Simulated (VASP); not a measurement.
# Ho4S (P6/mmm) in VASP: relaxation of cell and atoms with PBE

Aim: the relaxation of cell and atoms of Ho4S with PBE.

Program: VASP 6.6.1. These are calculated values, not measurements. Logs are shortened: lines on timing, memory, paths and dates and some standing lists are left out, and cuts for length are marked.

## (1) The cell of the first run

The structure is hexagonal, space group P6/mmm (No. 191). Conventional cell: a = 5.362 Å, b = 5.362 Å, c = 5.825 Å, α = 90.00°, β = 90.00°, γ = 120.00°. Within 3.5 Å of Ho (site symmetry mmm) lie 2 S at 2.68 Å and 4 Ho at 2.68 Å. Within 3.8 Å of Ho (site symmetry 6/mmm) lie 2 S at 2.91 Å. S (site symmetry 6/mmm) has 8 Ho at 2.68 to 2.91 Å within 3.5 Å.

The cell was generated, and may not be a known phase.

## (2) Relaxation of cell and atoms, PBE

Contents of INCAR:

```
SYSTEM = Ho4S
  PREC = Accurate
  ENCUT = 500
  EDIFF = 1E-7
  ISMEAR = 0
  SIGMA = 0.2
  LREAL = .False.
  LASPH = .True.
  NELM = 200
  ALGO = Normal
  ISIF = 3
  LWAVE = .False.
  LCHARG = .False.
  GGA = PE
  IBRION = 2
  NSW = 36
  EDIFFG = -0.08
  GGA_COMPAT = .False.
  NELMIN = 4
  LMAXMIX = 6
```

Contents of KPOINTS:

```
regular mesh
0
Gamma
  4 4 3
  0 0 0
```

Contents of POSCAR:

```
Ho4S
1.0
    5.3623565500      0.0000000000      0.0000000000
   -2.6811782800      4.6439370000      0.0000000000
    0.0000000000      0.0000000000      5.8249049800
Ho S
4 1
Direct
    0.5000000000      0.0000000000      0.5000000000
    0.0000000000      0.5000000000      0.5000000000
    0.5000000000      0.5000000000      0.5000000000
    0.0000000000      0.0000000000      0.0000000000
    0.0000000000      0.0000000000      0.5000000000
```

Potentials or basis: VASP PAW PBE potentials, release 64 (Ho_3, S), 4f in core.

The run is started by

```sh
$ cat potpaw_PBE.64/Ho_3/POTCAR potpaw_PBE.64/S/POTCAR > POTCAR
$ mpirun -np 1 vasp_std > vasp.out
```

OUTCAR:

```text
SYSTEM = Ho4S
   PREC = Accurate
   ENCUT = 500
   EDIFF = 1E-7
   ISMEAR = 0
   LREAL = .False.
   LASPH = .True.
   NELM = 200
   ISIF = 3
   GGA = PE
   IBRION = 2
   NSW = 36
   EDIFFG = -0.08
   NELMIN = 4

 ion  position               nearest neighbor table
   1  0.500  0.000  0.500-   5 2.68   5 2.68   2 2.68   2 2.68   3 2.68   3 2.68
   2  0.000  0.500  0.500-   3 2.68   3 2.68   1 2.68   1 2.68   5 2.68   5 2.68
   3  0.500  0.500  0.500-   2 2.68   2 2.68   5 2.68   5 2.68   1 2.68   1 2.68
   4  0.000  0.000  0.000-   5 2.91   5 2.91
   5  0.000  0.000  0.500-   1 2.68   1 2.68   3 2.68   3 2.68   2 2.68   2 2.68   4 2.91   4 2.91

  LATTYP: Found a hexagonal cell.
 ALAT       =     5.3623565500
 C/A-ratio  =     1.0862584249

  Lattice vectors:

 A1 = (   5.3623565500,   0.0000000000,   0.0000000000)
 A2 = (  -2.6811782800,   4.6439370000,   0.0000000000)
 A3 = (   0.0000000000,   0.0000000000,   5.8249049800)

Analysis of symmetry for initial positions (statically):
=====================================================================
 Subroutine PRICEL returns:
 Original cell was already a primitive cell.

 Routine SETGRP: Setting up the symmetry group for a
 hexagonal supercell.

 Subroutine GETGRP returns: Found 24 space group operations
 (whereof 24 operations were pure point group operations)
 out of a pool of 24 trial point group operations.

The static configuration has the point symmetry D_6h.

Analysis of symmetry for dynamics (positions and initial velocities):
=====================================================================
 Subroutine PRICEL returns:
 Original cell was already a primitive cell.

 Routine SETGRP: Setting up the symmetry group for a
 hexagonal supercell.

 Subroutine GETGRP returns: Found 24 space group operations
 (whereof 24 operations were pure point group operations)
 out of a pool of 24 trial point group operations.

The dynamic configuration has the point symmetry D_6h.

 Subroutine INISYM returns: Found 24 space group operations
 (whereof 24 operations are pure point group operations),
 and found     1 'primitive' translations

----------------------------------------------------------------------------------------

                                     Primitive cell

  volume of cell :     145.0544

  direct lattice vectors                    reciprocal lattice vectors
     5.362356550  0.000000000  0.000000000     0.186485175  0.107667266  0.000000000
    -2.681178280  4.643937000  0.000000000     0.000000000  0.215334532  0.000000000
[... 64 lines left out ...]
 SYSTEM =  Ho4S
   PREC   = accura    normal or accurate (medium, high low for compatibility)
   ISTART =      0    job   : 0-new  1-cont  2-samecut
   ICHARG =      2    charge: 1-file 2-atom 10-const
   ISPIN  =      1    spin polarized calculation?
   LNONCOLLINEAR =      F non collinear calculations
   LSORBIT =      F    spin-orbit coupling
   LASPH  =      T    aspherical Exc in radial PAW
   ENCUT  =  500.0 eV  36.75 Ry    6.06 a.u.   9.78  9.78 10.62*2*pi/ulx,y,z
   NELM   =    200;   NELMIN=  4; NELMDL= -5     # of ELM steps
   EDIFF  = 0.1E-06   stopping-criterion for ELM
   LREAL  =      F    real-space projection
   EDIFFG = -.8E-01   stopping-criterion for IOM
   NSW    =     36    number of steps for IOM
   IBRION =      2    ionic relax: 0-MD 1-quasi-New 2-CG
   NFREE  =      1    steps in history (QN), initial steepest desc. (CG)
   ISIF   =      3    stress and relaxation
   ISYM   =      2    0-nonsym 1-usesym 2-fastsym
   POTIM  = 0.5000    time-step for ionic-motion
   TEBEG  =    0.0;   TEEND  =   0.0 temperature during run
   PSTRESS=    0.0 pullay stress
   NELECT =      42.0000    total number of electrons
   NUPDOWN=      -1.0000    fix difference up-down
   EMIN   =  10.00;   EMAX   =-10.00  energy-range for DOS
   EFERMI =   0.00;   METHOD = LEGACY
   ISMEAR =     0;   SIGMA  =   0.20  broadening in eV -4-tet -1-fermi 0-gaus
   EFERMI_NEDOS =   21; number of points for ismear=-14 and -15
   IALGO  =     38    algorithm
   IMIX   =      4    mixing-type and parameters
     AMIX     =   0.40;   BMIX     =  1.00
     AMIX_MAG =   1.60;   BMIX_MAG =  1.00
  volume/ion in A,a.u.               =      29.01       195.78
  Fermi-wavevector in a.u.,A,eV,Ry     =   1.083048  2.046664 15.959534  1.172993
  Thomas-Fermi vector in A             =   2.219104
   LORBIT       =      0    0 simple, 1 ext, 2 COOP (PROOUT), +10 PAW based schemes
   GGA     = PE    functional components
   LHFCALC =     F    Hartree Fock is set to
   AEXX    =    0.0000 exact exchange contribution
   IVDW    =     0    specifies the selected vdW correction
   LEPSILON=     F    determine dielectric tensor
   LRPA    =     F    only Hartree local field effects (RPA)
 conjugate gradient relaxation of ions
 non-spin polarized calculation
 Gauss-broadening in eV      SIGMA  =   0.20
  energy-cutoff  :      500.00
  volume of cell :      145.05
 maximum number of plane-waves:      3701
 NGX is ok and might be reduce to    40
   NGX = 19   NGY = 19   NGZ = 21

--------------------------------------- Ionic step        1  -------------------------------------------

 number of electron      41.9999998 magnetization

 Free energy of the ion-electron system (eV)
  ---------------------------------------------------
  ext. energy  EPLUGINS =         0.00000000
  ---------------------------------------------------
  free energy    TOTEN  =       -18.98779191 eV

  energy without entropy =      -18.86190471  energy(sigma->0) =      -18.92484831

------------------------ aborting loop because EDIFF is reached ----------------------------------------

  FORCE on cell =-STRESS in cart. coord.  units (eV):
  Direction    XX          YY          ZZ          XY          YZ          ZX
  --------------------------------------------------------------------------------------
  -------------------------------------------------------------------------------------
  Total       17.5034491     17.5034492     -6.7610919     -0.0000000      0.0000000      0.0000000
  in kB      193.3318324    193.3318327    -74.6786688     -0.0000002      0.0000000      0.0000000
  external PRESSURE =     103.9949988 kB  Pullay stress =       0.0000000 kB
[... 182 lines left out ...]
--------------------------------------- Ionic step        6  -------------------------------------------

 number of electron      42.0000003 magnetization

 Free energy of the ion-electron system (eV)
  ---------------------------------------------------
  ext. energy  EPLUGINS =         0.00000000
  ---------------------------------------------------
  free energy    TOTEN  =       -21.99640117 eV

  energy without entropy =      -21.86668926  energy(sigma->0) =      -21.93154521

 E-fermi :   2.5275     XC(G=0):  -9.0486

 val. band max:        2.4944409031   @ k =   0.5000   0.0000   0.0000
 cond. band min:       2.5632436362   @ k =   0.2500   0.2500   0.0000
 fundamental gap:      0.0688027332
 Fermi energy:         2.5274770629

 k-point     1 :       0.0000    0.0000    0.0000
  band No.  band energies     occupation
      1     -22.4351      2.00000
      2     -22.1007      2.00000
      3     -22.1007      2.00000
      4     -21.8787      2.00000
      5     -21.7513      2.00000
      6     -21.7385      2.00000
[... 245 lines left out ...]
  FREE ENERGIE OF THE ION-ELECTRON SYSTEM (eV)
  ---------------------------------------------------
  free  energy   TOTEN  =       -21.9964011718 eV

  energy  without entropy=      -21.8666892566  energy(sigma->0) =      -21.93154521

 reached required accuracy - stopping structural energy minimisation
```

It took 89 s on 1 thread of Intel Xeon 6975P-C (Granite Rapids), shared host; peak memory 0.26 GiB.

What came out:

- Free energy: -21.9964 eV
- Relaxed volume: 33.41 Å³/atom
- Relaxed cell: a = 6.229 Å, b = 6.229 Å, c = 4.972 Å, α = 90.00°, β = 90.00°, γ = 120.00°
- Space group after relaxing (to 0.1 Å): P6/mmm (No. 191)
- Energy gained by relaxing: 601.7 meV/atom
- Ionic steps: 6
- Pressure after relaxing: -0.2 GPa
- Band gap on the k mesh: zero (bands 21 and 22 overlap by 1.00 eV)

The path:
| step | energy change (eV) | largest force (eV/Å) | pressure (GPa) | volume (Å³) |
| --- | --- | --- | --- | --- |
| 1 | 0.0000 | 0.0000 | 10.40 | 145.05 |
| 2 | -2.5193 | 0.0000 | -3.53 | 185.26 |
| 3 | -2.5221 | 0.0000 | -3.62 | 186.08 |
| 4 | -2.9750 | 0.0000 | -0.45 | 170.11 |
| 5 | -2.9833 | 0.0000 | -0.96 | 171.70 |
| 6 | -3.0086 | 0.0000 | -0.23 | 167.07 |

Final structure:
```xyz
5
Lattice="6.2292 0.0000 0.0000 -3.1146 5.3946 0.0000 0.0000 0.0000 4.9717" Properties=species:S:1:pos:R:3 pbc="T T T"
Ho    3.1146    0.0000    2.4858
Ho   -1.5573    2.6973    2.4858
Ho    1.5573    2.6973    2.4858
Ho    0.0000    0.0000    0.0000
S     6.2292    0.0000    2.4858
```

Caveat: the volume moved by over 15 % at a fixed basis, so the end points are rough; spin-orbit coupling is left out, which moves the levels of the heavy elements; the 4f electrons are frozen in the core, so they carry no moment and show no levels; the run has no spin polarisation, though such a crystal can be magnetic.

The gap in the log of VASP goes by the Fermi energy; the results here count the filled bands.